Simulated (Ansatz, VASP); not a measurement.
Al2Cu in VASP and in Ansatz

Contents of POSCAR:

```
Al2Cu
1.0
    4.1051820000      0.0000000000      0.0000000000
    0.0000000000      4.1051820000      0.0000000000
    0.0000000000      0.0000000000      2.8913130000
Al Cu
2 1
Direct
    0.5000000000      0.0000000000      0.5000000000
    0.0000000000      0.5000000000      0.5000000000
    0.0000000000      0.0000000000      0.0000000000
```

INCAR.step1

```
SYSTEM = Al2Cu
  PREC = Accurate
  ENCUT = 520
  ISMEAR = 0
  SIGMA = 0.1
  LREAL = .FALSE.
  LASPH = .TRUE.
  NELM = 100
  NBANDS = 16
  GGA = PE
  ALGO = Normal
  EDIFF = 1E-4
  LWAVE = .TRUE.
  LCHARG = .FALSE.
```

File INCAR.step2:

```
SYSTEM = Al2Cu
  PREC = Accurate
  ENCUT = 520
  EDIFF = 1E-7
  ISMEAR = 0
  SIGMA = 0.1
  LREAL = .FALSE.
  LASPH = .TRUE.
  NELM = 100
  ALGO = Normal
  ISIF = 2
  LWAVE = .FALSE.
  LCHARG = .FALSE.
  METAGGA = R2SCAN
  LMIXTAU = .TRUE.
  NBANDS = 16
  ISTART = 1
```

Contents of KPOINTS:

```
regular mesh
0
G
  12 12 16
  0 0 0
```

Input for Ansatz:

```yaml
crystal:
  lattice:
    - [4.105182, 0.0, 0.0]
    - [0.0, 4.105182, 0.0]
    - [0.0, 0.0, 2.891313]
  atoms:
    - { symbol: Al, position: [0.5, 0.0, 0.5] }
    - { symbol: Al, position: [0.0, 0.5, 0.5] }
    - { symbol: Cu, position: [0.0, 0.0, 0.0] }
basis:
  ecutwfc: 500
kpoints:
  mp_grid: { grid: [12, 12, 16] }
hamiltonian:
  xc: r2scan
scf:
  occupations: { method: gaussian, width: 0.1 }
output:
  forces: true
  stress: true
  eigenvalues: true
```

Alike in both runs: task single point; functional r2SCAN; k mesh 12 × 12 × 16; occupations gaussian, width 0.1 eV; no spin polarisation.

|  | VASP | Ansatz |
| --- | --- | --- |
| version | VASP 6.6.1 | Ansatz 0.2.0 |
| potentials or method | VASP PAW PBE potentials, release 64 (Al, Cu), cutoff 520 eV | scalar-relativistic, plane waves, PAW |
| valence electrons in the cell | 17 | 25 |

Ansatz gave:

| Quantity | Value |
| --- | --- |
| gap on the k mesh at the Fermi level (eV) | none |
| pressure (GPa) | -2.2 |
| traceless stress, the component that is largest in VASP (GPa) | -1.40 |

Question: What did VASP give for the same quantities?

Answer: gap on the k mesh at the Fermi level (eV): none; pressure (GPa): -2.2; traceless stress, the component that is largest in VASP (GPa): -1.38.

VASP's potentials were made for PBE, not for r2SCAN. A gap of «none» marks a metal or a gap that the smearing closes. With one functional, cell and mesh, what is left measures potentials, basis and numerics. VASP's potentials hold 17 valence electrons a cell and Ansatz's 25, so a difference there can come from the potentials and not from the codes.
